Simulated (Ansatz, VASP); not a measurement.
# Si4O: VASP beside Ansatz

INCAR

```
ALGO = Normal ; DIPOL = 0.5 0.5 0.326
EDIFF = 1E-6 ; ENCUT = 520
GGA = PE ; IDIPOL = 3
ISIF = 2 ; ISMEAR = 0
ISPIN = 2 ; IVDW = 12
LASPH = True ; LCHARG = True
LDIPOL = True ; LELF = True
LORBIT = 11 ; LREAL = False
LVACPOTAV = True ; LVHAR = True
LWAVE = False ; MAGMOM = 0 0 0 0 2
NBANDS = 23 ; NELM = 150
PREC = Accurate ; SIGMA = 0.05
```

The input KPOINTS:

```
k-points
0
Gamma
  7 7 1
```

The input POSCAR:

```
Si4O
1.0
    3.8333442603      0.0000000000      0.0000000000
    0.0000000000      3.8333442603      0.0000000000
    0.0000000000      0.0000000000     21.2034818054
Si O
4 1
Direct
    0.0000000000      0.5000000000      0.1886482624
    0.0000000000      0.0000000000      0.2525666261
    0.5000000000      0.0000000000      0.3191936744
    0.5000000000      0.5000000000      0.3821769405
    1.0000000000      1.0000000000      0.4859334849
```

Input for Ansatz:

```yaml
crystal:
  lattice:
    - [3.8333442603, 0.0, 0.0]
    - [0.0, 3.8333442603, 0.0]
    - [0.0, 0.0, 21.2034818054]
  atoms:
    - { symbol: Si, position: [0.0, 0.5, 0.1886482624] }
    - { symbol: Si, position: [0.0, 0.0, 0.2525666261] }
    - { symbol: Si, position: [0.5, 0.0, 0.3191936744] }
    - { symbol: Si, position: [0.5, 0.5, 0.3821769405] }
    - { symbol: O, position: [1.0, 1.0, 0.4859334849], spin: 2.0 }
basis:
  ecutwfc: 420
kpoints:
  mp_grid: { grid: [7, 7, 1] }
hamiltonian:
  xc: pbe
  pseudopotentials: { kind: paw, azcp: { folder: soft_1 } }
  dispersion: d3bj
scf:
  occupations: { method: gaussian, width: 0.05 }
output:
  forces: true
  eigenvalues: true
  populations: true
magnetization:
  spin_polarized: true
efield:
  axis: 3
  dipole_correction: true
  ramp_width: 0.04
```

Alike in both runs: task single point; functional PBE; dispersion D3(BJ); k mesh 7 × 7 × 1; occupations gaussian, width 0.05 eV; collinear spin.

|  | VASP | Ansatz |
| --- | --- | --- |
| version | VASP 6.6.1 | Ansatz 0.2.0 |
| potentials or method | VASP PAW PBE potentials, release 64 (Si, O), cutoff 520 eV | scalar-relativistic, plane waves, PAW |
| valence electrons in the cell | 22 | 22 |

```tsv
	VASP	Ansatz	Ansatz less VASP
gap on the k mesh at the Fermi level (eV)	none	none	-
rms of the force components (eV/Å)	0.200	0.202	+0.0024
net moment per atom (μB)	0.40	0.39	-0.001
size of the moment on the site where the two differ most (μB)	1.37	1.73	+0.356
work function, face that differs most (eV)	7.59	7.59	+0.005
```

Site moments also hang on the region over which each program counts them. Atom by atom the forces differ by 0.003 eV/Å (rms over components). A gap of «none» marks a metal or a gap that the smearing closes.
